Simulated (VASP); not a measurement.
# ZnSe (P-4m2) in VASP: single point with PBE

Aim: the single point of ZnSe with PBE.

Program: VASP 6.6.1. These are calculated values, not measurements. Logs are shortened: lines on timing, memory, paths and dates and some standing lists are left out, and cuts for length are marked.

## (1) The cell of the first run

Symmetry: P-4m2, No. 115, tetragonal system. Conventional cell: a = 4.008 Å, b = 4.008 Å, c = 5.668 Å, α = 90.00°, β = 90.00°, γ = 90.00°. Within 3.2 Å of Zn (site symmetry 2mm) lie 4 Se at 2.43 to 2.48 Å. Within 3.2 Å of Se (site symmetry -4m2) lie 4 Zn at 2.43 Å. Se (site symmetry -4m2) has 4 Zn at 2.48 Å within 3.3 Å.

## (2) Single point, PBE (mode 7 (198.7 1/cm) frozen in, largest displacement +0.037 Å)

Input file INCAR:

```
SYSTEM = ZnSe
PREC     = Accurate       ! precision mode
ENCUT    = 520            ! plane-wave cutoff, eV
EDIFF    = 1E-6           ! SCF threshold, eV
ISMEAR   = 0              ! smearing method
SIGMA    = 0.05           ! smearing width, eV
LREAL    = .FALSE.        ! projectors in reciprocal space
LASPH    = .TRUE.         ! aspherical terms in the spheres
NELM     = 80             ! most SCF steps
ALGO     = Normal         ! electronic algorithm
ISIF     = 2              ! what is computed and relaxed
LWAVE    = .FALSE.        ! write WAVECAR
LCHARG   = .FALSE.        ! write CHGCAR
GGA      = PE             ! functional
NBANDS   = 26             ! bands
```

Input file KPOINTS:

```
regular mesh
0
G
  8 8 6
  0 0 0
```

Input file POSCAR:

```
ZnSe
1.0
    0.0000000000     -2.8338000000     -2.8338000000
    0.0000000000      2.8338000000     -2.8338000000
    5.6676000000      0.0000000000      0.0000000000
Zn Se
2 2
Direct
    0.5000000000      0.5000000000      0.4933834427
    0.0000000000      0.0000000000      0.0066165573
    0.0000000000      0.5000000000      0.2500000000
    0.5000000000      0.0000000000      0.7500000000
```

Potentials or basis: VASP PAW PBE potentials, release 64 (Zn, Se).

Run with:

```sh
$ cat potpaw_PBE.64/Zn/POTCAR potpaw_PBE.64/Se/POTCAR > POTCAR
$ mpirun -np 1 vasp_std > vasp.out
```

OUTCAR:

```text
SYSTEM = ZnSe
   PREC = Accurate
   ENCUT = 520
   EDIFF = 1E-6
   ISMEAR = 0
   LREAL = .FALSE.
   LASPH = .TRUE.
   NELM = 80
   ISIF = 2
   GGA = PE

 ion  position               nearest neighbor table
   1  0.500  0.500  0.493-   3 2.43   3 2.43   4 2.48   4 2.48
   2  0.000  0.000  0.007-   3 2.43   3 2.43   4 2.48   4 2.48
   3  0.000  0.500  0.250-   1 2.43   2 2.43   2 2.43   1 2.43
   4  0.500  0.000  0.750-   1 2.48   2 2.48   1 2.48   2 2.48

  LATTYP: Found a simple tetragonal cell.
 ALAT       =     4.0075983931
 C/A-ratio  =     1.4142135624

  Lattice vectors:

 A1 = (   0.0000000000,  -2.8338000000,  -2.8338000000)
 A2 = (   0.0000000000,   2.8338000000,  -2.8338000000)
 A3 = (   5.6676000000,   0.0000000000,   0.0000000000)

Analysis of symmetry for initial positions (statically):
=====================================================================
 Subroutine PRICEL returns:
 Original cell was already a primitive cell.

 Routine SETGRP: Setting up the symmetry group for a
 simple tetragonal supercell.

 Subroutine GETGRP returns: Found  8 space group operations
 (whereof  4 operations were pure point group operations)
 out of a pool of 16 trial point group operations.

The static configuration has the point symmetry C_2v.
 The point group associated with its full space group is D_2d.

Analysis of symmetry for dynamics (positions and initial velocities):
=====================================================================
 Subroutine PRICEL returns:
 Original cell was already a primitive cell.

 Routine SETGRP: Setting up the symmetry group for a
 simple tetragonal supercell.

 Subroutine GETGRP returns: Found  8 space group operations
 (whereof  4 operations were pure point group operations)
 out of a pool of 16 trial point group operations.

The dynamic configuration has the point symmetry C_2v.
 The point group associated with its full space group is D_2d.

 Subroutine INISYM returns: Found  8 space group operations
 (whereof  4 operations are pure point group operations),
 and found     1 'primitive' translations

----------------------------------------------------------------------------------------

                                     Primitive cell

  volume of cell :      91.0264

  direct lattice vectors                    reciprocal lattice vectors
     0.000000000 -2.833800000 -2.833800000     0.000000000 -0.176441527 -0.176441527
     0.000000000  2.833800000 -2.833800000     0.000000000  0.176441527 -0.176441527
[... 90 lines left out ...]
   LREAL  =      F    real-space projection
   EDIFFG = 0.1E-04   stopping-criterion for IOM
   NSW    =      0    number of steps for IOM
   IBRION =     -1    ionic relax: 0-MD 1-quasi-New 2-CG
   NFREE  =      0    steps in history (QN), initial steepest desc. (CG)
   ISIF   =      2    stress and relaxation
   ISYM   =      2    0-nonsym 1-usesym 2-fastsym
   POTIM  = 0.5000    time-step for ionic-motion
   TEBEG  =    0.0;   TEEND  =   0.0 temperature during run
   PSTRESS=    0.0 pullay stress
   NELECT =      36.0000    total number of electrons
   NUPDOWN=      -1.0000    fix difference up-down
   EMIN   =  10.00;   EMAX   =-10.00  energy-range for DOS
   EFERMI =   0.00;   METHOD = LEGACY
   ISMEAR =     0;   SIGMA  =   0.05  broadening in eV -4-tet -1-fermi 0-gaus
   EFERMI_NEDOS =   21; number of points for ismear=-14 and -15
   IALGO  =     38    algorithm
   IMIX   =      4    mixing-type and parameters
     AMIX     =   0.40;   BMIX     =  1.00
     AMIX_MAG =   1.60;   BMIX_MAG =  1.00
  volume/ion in A,a.u.               =      22.76       153.57
  Fermi-wavevector in a.u.,A,eV,Ry     =   1.201673  2.270834 19.647073  1.444019
  Thomas-Fermi vector in A             =   2.337476
   LORBIT       =      0    0 simple, 1 ext, 2 COOP (PROOUT), +10 PAW based schemes
   GGA     = PE    functional components
   LHFCALC =     F    Hartree Fock is set to
   AEXX    =    0.0000 exact exchange contribution
   IVDW    =     0    specifies the selected vdW correction
   LEPSILON=     F    determine dielectric tensor
   LRPA    =     F    only Hartree local field effects (RPA)
 non-spin polarized calculation
 Gauss-broadening in eV      SIGMA  =   0.05
  energy-cutoff  :      520.00
  volume of cell :       91.03
 maximum number of plane-waves:      2486
 NGX is ok and might be reduce to    30
   NGX = 15   NGY = 15   NGZ = 21

 number of electron      36.0000034 magnetization

 Free energy of the ion-electron system (eV)
  ---------------------------------------------------
  ext. energy  EPLUGINS =         0.00000000
  ---------------------------------------------------
  free energy    TOTEN  =       -12.02774662 eV

  energy without entropy =      -12.02774662  energy(sigma->0) =      -12.02774662

 E-fermi :   1.8747     XC(G=0):  -9.3219

 val. band max:        1.6182935989   @ k =   0.0000   0.0000   0.0000
 cond. band min:       2.8977788752   @ k =   0.0000   0.0000   0.0000
 fundamental gap:      1.2794852762
 Fermi energy:         1.8747077933

 k-point     1 :       0.0000    0.0000    0.0000
  band No.  band energies     occupation
      1     -11.6665      2.00000
      2     -10.5721      2.00000
      3      -4.9650      2.00000
      4      -4.9422      2.00000
      5      -4.9422      2.00000
      6      -4.8803      2.00000
[... 685 lines left out ...]
     25       9.6087      0.00000
     26       9.7391      0.00000

 [... further k-points ...]

------------------------ aborting loop because EDIFF is reached ----------------------------------------

  FORCE on cell =-STRESS in cart. coord.  units (eV):
  Direction    XX          YY          ZZ          XY          YZ          ZX
  --------------------------------------------------------------------------------------
  -------------------------------------------------------------------------------------
  Total        1.3169885      1.3617579      1.3617579      0.0000000      0.0000000      0.0000000
  in kB       23.1806173     23.9686127     23.9686127      0.0000000      0.0000000      0.0000000
  external PRESSURE =      23.7059476 kB  Pullay stress =       0.0000000 kB

 VOLUME and BASIS-vectors are now :
 -----------------------------------------------------------------------------
  energy-cutoff  :      520.00
  volume of cell :       91.03
      direct lattice vectors                 reciprocal lattice vectors
     0.000000000 -2.833800000 -2.833800000     0.000000000 -0.176441527 -0.176441527
     0.000000000  2.833800000 -2.833800000     0.000000000  0.176441527 -0.176441527
     5.667600000  0.000000000  0.000000000     0.176441527  0.000000000  0.000000000

 POSITION                                       TOTAL-FORCE (eV/Angst)
 -----------------------------------------------------------------------------------
      2.79630      0.00000     -2.83380         0.360129      0.000000      0.000000
      0.03750      0.00000      0.00000        -0.360129      0.000000      0.000000
      1.41690      1.41690     -1.41690        -0.000000      0.000000      0.000000
      4.25070     -1.41690     -1.41690        -0.000000      0.000000      0.000000
 -----------------------------------------------------------------------------------
    total drift:                                0.000000     -0.000000      0.000000

  FREE ENERGIE OF THE ION-ELECTRON SYSTEM (eV)
  ---------------------------------------------------
  free  energy   TOTEN  =       -12.0277466228 eV

  energy  without entropy=      -12.0277466228  energy(sigma->0) =      -12.02774662
```

stdout:

```text
POSCAR found type information on POSCAR ZnSe
 POSCAR found :  2 types and       4 ions
 scaLAPACK will be used
 LDA part: xc-table for (Slater+PW92), standard interpolation
 POSCAR, INCAR and KPOINTS ok, starting setup
 FFT: planning ... GRIDC
 FFT: planning ... GRID_SOFT
 FFT: planning ... GRID
 WAVECAR not read
 entering main loop
```

It took 2.5 min on 1 thread of AMD EPYC 7R13, shared host; peak memory 0.23 GiB.

Results:

| Quantity | Value |
| --- | --- |
| Free energy | -12.0277 eV |
| Pressure | 2.4 GPa |
| Largest force | 0.360 eV/Å |
| Band gap on the k mesh | 1.28 eV |

Forces on the atoms (eV/Å):
```
Zn   0.360  0.000  0.000
Zn  -0.360  0.000  0.000
Se   0.000  0.000  0.000
Se   0.000  0.000  0.000
```

Caveat: the cell differs from its parent crystal (mode 7 (198.7 1/cm) frozen in, largest displacement +0.037 Å).
